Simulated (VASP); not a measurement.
# Ti8C7 (Fm-3m) in VASP: single point with PBE

Aim: the single point of Ti8C7 with PBE.

Everything below comes from runs of VASP 6.6.1. Logs are shortened: lines on timing, memory, paths and dates and some standing lists are left out, and cuts for length are marked.

## (1) The cell of the first run

It takes space group Fm-3m (No. 225, cubic). The conventional cell has a = 8.657 Å, b = 8.657 Å, c = 8.657 Å, α = 90.00°, β = 90.00°, γ = 90.00°. Within 2.9 Å of Ti (site symmetry -43m) lie 6 C at 2.16 Å. Within 2.8 Å of Ti (site symmetry 4mm) lie 5 C at 2.11 to 2.16 Å. C (site symmetry mmm) has 6 Ti at 2.16 Å within 2.9 Å. C (site symmetry m-3m) has 6 Ti at 2.11 Å within 2.8 Å.

## (2) Single point, PBE

INCAR reads:

```
SYSTEM = Ti8C7
PREC = Accurate
ENCUT = 520
EDIFF = 1E-7
ISMEAR = 0
SIGMA = 0.1
LREAL = Auto
LASPH = .True.
NELM = 100
ALGO = Normal
ISIF = 2
LWAVE = .False.
LCHARG = .False.
GGA = PE
NBANDS = 75
```

KPOINTS reads:

```
Automatic mesh
0
Gamma
  10 10 10
  0 0 0
```

POSCAR reads:

```
Ti8C7
1.0
    0.0000000000      4.3284271266      4.3284271266
    4.3284271266      0.0000000000      4.3284271266
    4.3284271266      4.3284271266      0.0000000000
Ti C
8 7
Direct
    0.0000000000      0.0000000000      0.0000000000
   -0.0062677465     -0.0062677465      0.5062677465
   -0.0062677465      0.5062677465     -0.0062677465
   -0.0062677465      0.5062677465      0.5062677465
    0.5062677465     -0.0062677465     -0.0062677465
    0.5062677465     -0.0062677465      0.5062677465
    0.5062677465      0.5062677465     -0.0062677465
    0.5000000000      0.5000000000      0.5000000000
    0.2500000000      0.2500000000      0.7500000000
    0.2500000000      0.7500000000      0.2500000000
    0.2500000000      0.7500000000      0.7500000000
    0.7500000000      0.2500000000      0.2500000000
    0.7500000000      0.2500000000      0.7500000000
    0.7500000000      0.7500000000      0.2500000000
    0.7500000000      0.7500000000      0.7500000000
```

Potentials or basis: VASP PAW PBE potentials, release 64 (Ti_sv, C).

Started as:

```bash
$ cat potpaw_PBE.64/Ti_sv/POTCAR potpaw_PBE.64/C/POTCAR > POTCAR
$ mpirun -np 1 vasp_std > vasp.out
```

OUTCAR:

```text
SYSTEM = Ti8C7
   PREC = Accurate
   ENCUT = 520
   EDIFF = 1E-7
   ISMEAR = 0
   LREAL = Auto
   LASPH = .True.
   NELM = 100
   ISIF = 2
   GGA = PE

 ion  position               nearest neighbor table
   1  0.000  0.000  0.000-   9 2.16  10 2.16  11 2.16  12 2.16  13 2.16  14 2.16
   2  0.994  0.994  0.506-  15 2.11  11 2.16  12 2.16  13 2.16  10 2.16
   3  0.994  0.506  0.994-  15 2.11  11 2.16  12 2.16  14 2.16   9 2.16
   4  0.994  0.506  0.506-  15 2.11  10 2.16  13 2.16  14 2.16   9 2.16
   5  0.506  0.994  0.994-  15 2.11  10 2.16  13 2.16  14 2.16   9 2.16
   6  0.506  0.994  0.506-  15 2.11  11 2.16  12 2.16  14 2.16   9 2.16
   7  0.506  0.506  0.994-  15 2.11  11 2.16  12 2.16  13 2.16  10 2.16
   8  0.500  0.500  0.500-   9 2.16  10 2.16  11 2.16  12 2.16  13 2.16  14 2.16
   9  0.250  0.250  0.750-   1 2.16   8 2.16   4 2.16   5 2.16   6 2.16   3 2.16
  10  0.250  0.750  0.250-   1 2.16   8 2.16   4 2.16   5 2.16   7 2.16   2 2.16
  11  0.250  0.750  0.750-   1 2.16   8 2.16   3 2.16   6 2.16   7 2.16   2 2.16
  12  0.750  0.250  0.250-   1 2.16   8 2.16   3 2.16   6 2.16   7 2.16   2 2.16
  13  0.750  0.250  0.750-   1 2.16   8 2.16   4 2.16   5 2.16   7 2.16   2 2.16
  14  0.750  0.750  0.250-   1 2.16   8 2.16   4 2.16   5 2.16   6 2.16   3 2.16
  15  0.750  0.750  0.750-   2 2.11   3 2.11   4 2.11   5 2.11   6 2.11   7 2.11

  LATTYP: Found a face centered cubic cell.
 ALAT       =     8.6568542532

  Lattice vectors:

 A1 = (   0.0000000000,   4.3284271266,   4.3284271266)
 A2 = (   4.3284271266,   0.0000000000,   4.3284271266)
 A3 = (   4.3284271266,   4.3284271266,   0.0000000000)

Analysis of symmetry for initial positions (statically):
=====================================================================
 Subroutine PRICEL returns:
 Original cell was already a primitive cell.

 Routine SETGRP: Setting up the symmetry group for a
 face centered cubic supercell.

 Subroutine GETGRP returns: Found 48 space group operations
 (whereof 24 operations were pure point group operations)
 out of a pool of 48 trial point group operations.

The static configuration has the point symmetry T_d .
 The point group associated with its full space group is O_h .

Analysis of symmetry for dynamics (positions and initial velocities):
=====================================================================
 Subroutine PRICEL returns:
 Original cell was already a primitive cell.

 Routine SETGRP: Setting up the symmetry group for a
 face centered cubic supercell.

 Subroutine GETGRP returns: Found 48 space group operations
 (whereof 24 operations were pure point group operations)
 out of a pool of 48 trial point group operations.

The dynamic configuration has the point symmetry T_d .
 The point group associated with its full space group is O_h .

 Subroutine INISYM returns: Found 48 space group operations
 (whereof 24 operations are pure point group operations),
 and found     1 'primitive' translations

----------------------------------------------------------------------------------------

                                     Primitive cell

  volume of cell :     162.1886

  direct lattice vectors                    reciprocal lattice vectors
     0.000000000  4.328427127  4.328427127    -0.115515402  0.115515402  0.115515402
     4.328427127  0.000000000  4.328427127     0.115515402 -0.115515402  0.115515402
     4.328427127  4.328427127  0.000000000     0.115515402  0.115515402 -0.115515402

  length of vectors
     6.121320346  6.121320346  6.121320346     0.200078545  0.200078545  0.200078545

  position of ions in fractional coordinates (direct lattice)
     0.000000000  0.000000000  0.000000000
     0.993732253  0.993732253  0.506267747
     0.993732253  0.506267747  0.993732253
     0.993732253  0.506267747  0.506267747
     0.506267747  0.993732253  0.993732253
     0.506267747  0.993732253  0.506267747
     0.506267747  0.506267747  0.993732253
     0.500000000  0.500000000  0.500000000
     0.250000000  0.250000000  0.750000000
     0.250000000  0.750000000  0.250000000
     0.250000000  0.750000000  0.750000000
     0.750000000  0.250000000  0.250000000
     0.750000000  0.250000000  0.750000000
     0.750000000  0.750000000  0.250000000
     0.750000000  0.750000000  0.750000000

  ion indices of the primitive-cell ions
   primitive index   ion index
                 1           1
                 2           2
                 3           3
                 4           4
                 5           5
                 6           6
                 7           7
                 8           8
                 9           9
                10          10
                11          11
                12          12
                13          13
                14          14
                15          15

----------------------------------------------------------------------------------------

 KPOINTS: Automatic mesh

Automatic generation of k-mesh.
 Grid dimensions read from file:
 generate k-points for:   10   10   10

 Generating k-lattice:

  Cartesian coordinates                     Fractional coordinates (reciprocal lattice)
    -0.011551540  0.011551540  0.011551540     0.100000000  0.000000000  0.000000000
     0.011551540 -0.011551540  0.011551540     0.000000000  0.100000000  0.000000000
     0.011551540  0.011551540 -0.011551540     0.000000000  0.000000000  0.100000000

  Length of vectors
     0.020007855  0.020007855  0.020007855

  Shift w.r.t. Gamma in fractional coordinates (k-lattice)
     0.000000000  0.000000000  0.000000000

 Subroutine IBZKPT returns following result:
 ===========================================

 Found     47 irreducible k-points:

 Following reciprocal coordinates:
            Coordinates               Weight
  0.000000  0.000000  0.000000      1.000000
  0.100000  0.000000  0.000000      8.000000
  0.200000  0.000000  0.000000      8.000000
  0.300000  0.000000  0.000000      8.000000
  0.400000  0.000000  0.000000      8.000000
  0.500000  0.000000  0.000000      4.000000
[... 16 lines left out ...]
  0.300000  0.300000  0.000000      6.000000
  0.400000  0.300000  0.000000     24.000000
 [... further k-points ...]
   k-points           NKPTS =     47   k-points in BZ     NKDIM =     47   number of bands    NBANDS=     75
   number of dos      NEDOS =    301   number of ions     NIONS =     15
   total plane-waves  NPLWV = 110592
   dimension x,y,z NGX =    48 NGY =   48 NGZ =   48
   dimension x,y,z NGXF=    96 NGYF=   96 NGZF=   96
   ions per type =               8   7
   NGX,Y,Z   is equivalent  to a cutoff of  13.04, 13.04, 13.04 a.u.
   NGXF,Y,Z  is equivalent  to a cutoff of  26.07, 26.07, 26.07 a.u.
 SYSTEM =  Ti8C7
   PREC   = accura    normal or accurate (medium, high low for compatibility)
   ISTART =      0    job   : 0-new  1-cont  2-samecut
   ICHARG =      2    charge: 1-file 2-atom 10-const
   ISPIN  =      1    spin polarized calculation?
   LNONCOLLINEAR =      F non collinear calculations
   LSORBIT =      F    spin-orbit coupling
   LASPH  =      T    aspherical Exc in radial PAW
   ENCUT  =  520.0 eV  38.22 Ry    6.18 a.u.  11.38 11.38 11.38*2*pi/ulx,y,z
   NELM   =    100;   NELMIN=  2; NELMDL= -5     # of ELM steps
   EDIFF  = 0.1E-06   stopping-criterion for ELM
   LREAL  =      T    real-space projection
   EDIFFG = 0.1E-05   stopping-criterion for IOM
   NSW    =      0    number of steps for IOM
   IBRION =     -1    ionic relax: 0-MD 1-quasi-New 2-CG
   NFREE  =      0    steps in history (QN), initial steepest desc. (CG)
   ISIF   =      2    stress and relaxation
   ISYM   =      2    0-nonsym 1-usesym 2-fastsym
   POTIM  = 0.5000    time-step for ionic-motion
   TEBEG  =    0.0;   TEEND  =   0.0 temperature during run
   PSTRESS=    0.0 pullay stress
   NELECT =     124.0000    total number of electrons
   NUPDOWN=      -1.0000    fix difference up-down
   EMIN   =  10.00;   EMAX   =-10.00  energy-range for DOS
   EFERMI =   0.00;   METHOD = LEGACY
   ISMEAR =     0;   SIGMA  =   0.10  broadening in eV -4-tet -1-fermi 0-gaus
   EFERMI_NEDOS =   21; number of points for ismear=-14 and -15
   IALGO  =     38    algorithm
   IMIX   =      4    mixing-type and parameters
     AMIX     =   0.40;   BMIX     =  1.00
     AMIX_MAG =   1.60;   BMIX_MAG =  1.00
  volume/ion in A,a.u.               =      10.81        72.97
  Fermi-wavevector in a.u.,A,eV,Ry     =   1.496955  2.828834 30.488927  2.240873
  Thomas-Fermi vector in A             =   2.608905
   LORBIT       =      0    0 simple, 1 ext, 2 COOP (PROOUT), +10 PAW based schemes
   GGA     = PE    functional components
   LHFCALC =     F    Hartree Fock is set to
   AEXX    =    0.0000 exact exchange contribution
   IVDW    =     0    specifies the selected vdW correction
   LEPSILON=     F    determine dielectric tensor
   LRPA    =     F    only Hartree local field effects (RPA)
 non-spin polarized calculation
 Gauss-broadening in eV      SIGMA  =   0.10
  energy-cutoff  :      520.00
  volume of cell :      162.19
 maximum number of plane-waves:      4398
 NGX is ok and might be reduce to    48
   NGX = 23   NGY = 23   NGZ = 23

 number of electron     124.0000006 magnetization

 Free energy of the ion-electron system (eV)
  ---------------------------------------------------
  ext. energy  EPLUGINS =         0.00000000
  ---------------------------------------------------
  free energy    TOTEN  =      -139.47718817 eV

  energy without entropy =     -139.46586626  energy(sigma->0) =     -139.47152722

 E-fermi :   9.1305     XC(G=0): -12.4533

 val. band max:        9.1297825333   @ k =   0.1000   0.1000   0.0000
 cond. band min:       9.1346227063   @ k =   0.2000   0.1000   0.0000
 fundamental gap:      0.0048401730
 Fermi energy:         9.1304604174

 k-point     1 :       0.0000    0.0000    0.0000
  band No.  band energies     occupation
      1     -47.5337      2.00000
      2     -47.4666      2.00000
      3     -47.4666      2.00000
      4     -47.4666      2.00000
      5     -47.4416      2.00000
      6     -47.4416      2.00000
[... 66 lines left out ...]
     73      11.9857      0.00000
     74      11.9924      0.00000

 k-point     2 :       0.1000    0.0000    0.0000
  band No.  band energies     occupation
      1     -47.5321      2.00000
      2     -47.4678      2.00000
      3     -47.4660      2.00000
      4     -47.4660      2.00000
      5     -47.4422      2.00000
      6     -47.4422      2.00000
[... 66 lines left out ...]
     73      11.9500      0.00000
     74      11.9574      0.00000

 k-point     3 :       0.2000    0.0000    0.0000
  band No.  band energies     occupation
      1     -47.5272      2.00000
      2     -47.4715      2.00000
      3     -47.4645      2.00000
      4     -47.4645      2.00000
      5     -47.4437      2.00000
      6     -47.4437      2.00000
[... 1606 lines left out ...]
     73      11.5172      0.00000
     74      11.6587      0.00000

 k-point    24 :       0.4000    0.3000    0.0000
  band No.  band energies     occupation
      1     -47.5089      2.00000
      2     -47.4728      2.00000
      3     -47.4661      2.00000
      4     -47.4658      2.00000
      5     -47.4573      2.00000
      6     -47.4421      2.00000
[... 66 lines left out ...]
     73      11.5867      0.00000
     74      11.6849      0.00000

 [... further k-points ...]

 [bands above 74 left out]

------------------------ aborting loop because EDIFF is reached ----------------------------------------

  FORCE on cell =-STRESS in cart. coord.  units (eV):
  Direction    XX          YY          ZZ          XY          YZ          ZX
  --------------------------------------------------------------------------------------
  -------------------------------------------------------------------------------------
  Total        0.1177738      0.1177738      0.1177738      0.0000000     -0.0000000     -0.0000000
  in kB        1.1634267      1.1634267      1.1634267      0.0000000     -0.0000000     -0.0000000
  external PRESSURE =       1.1634267 kB  Pullay stress =       0.0000000 kB

 VOLUME and BASIS-vectors are now :
 -----------------------------------------------------------------------------
  energy-cutoff  :      520.00
  volume of cell :      162.19
      direct lattice vectors                 reciprocal lattice vectors
     0.000000000  4.328427127  4.328427127    -0.115515402  0.115515402  0.115515402
     4.328427127  0.000000000  4.328427127     0.115515402 -0.115515402  0.115515402
     4.328427127  4.328427127  0.000000000     0.115515402  0.115515402 -0.115515402

 POSITION                                       TOTAL-FORCE (eV/Angst)
 -----------------------------------------------------------------------------------
      0.00000      0.00000      0.00000         0.000000      0.000000      0.000000
      6.49264      6.49264      8.60260         0.000000      0.000000      0.002153
      6.49264      8.60260      6.49264         0.000000      0.002153      0.000000
      4.38269      6.49264      6.49264        -0.002153      0.000000      0.000000
      8.60260      6.49264      6.49264         0.002153      0.000000      0.000000
      6.49264      4.38269      6.49264         0.000000     -0.002153      0.000000
      6.49264      6.49264      4.38269         0.000000      0.000000     -0.002153
      4.32843      4.32843      4.32843         0.000000      0.000000      0.000000
      4.32843      4.32843      2.16421         0.000000      0.000000      0.000000
      4.32843      2.16421      4.32843         0.000000      0.000000      0.000000
      6.49264      4.32843      4.32843         0.000000      0.000000      0.000000
      2.16421      4.32843      4.32843         0.000000      0.000000      0.000000
      4.32843      6.49264      4.32843         0.000000      0.000000      0.000000
      4.32843      4.32843      6.49264         0.000000      0.000000      0.000000
      6.49264      6.49264      6.49264         0.000000      0.000000      0.000000
 -----------------------------------------------------------------------------------
    total drift:                               -0.000000     -0.000000      0.000000

  FREE ENERGIE OF THE ION-ELECTRON SYSTEM (eV)
  ---------------------------------------------------
  free  energy   TOTEN  =      -139.4771881703 eV

  energy  without entropy=     -139.4658662644  energy(sigma->0) =     -139.47152722
```

Run time: 18 min. Hardware: 1 thread of Intel Xeon Platinum 8559C (Emerald Rapids), shared host; peak memory 0.52 GiB.

What came out:

```
Free energy            : -139.4772 eV
Pressure               : 0.1 GPa
Band gap on the k mesh : zero (band 62 reaches 9.79 eV, above the bottom of band 63 at 8.68 eV)
```

Forces on the atoms (eV/Å):
```
Ti   0.000  0.000  0.000
Ti   0.000  0.000  0.002
Ti   0.000  0.002  0.000
Ti  -0.002  0.000  0.000
Ti   0.002  0.000  0.000
Ti   0.000 -0.002  0.000
Ti   0.000  0.000 -0.002
Ti   0.000  0.000  0.000
C    0.000  0.000  0.000
C    0.000  0.000  0.000
C    0.000  0.000  0.000
C    0.000  0.000  0.000
C    0.000  0.000  0.000
C    0.000  0.000  0.000
C    0.000  0.000  0.000
```

Levels at points of the mesh, in eV from the Fermi level:
| k point | band 59 | band 60 | band 61 | band 62 | band 63 | band 64 | band 65 | band 66 |
| --- | --- | --- | --- | --- | --- | --- | --- | --- |
| (0.00, 0.00, 0.00) | -0.12 | -0.12 | -0.12 | 0.66 | 0.66 | 0.66 | 0.88 | 0.88 |
| (0.50, 0.00, 0.00) | -1.80 | -1.80 | -0.82 | -0.49 | 0.64 | 0.64 | 1.57 | 1.57 |
| (0.50, 0.50, 0.00) | -0.93 | -0.65 | -0.60 | -0.45 | -0.45 | 0.39 | 1.20 | 1.20 |
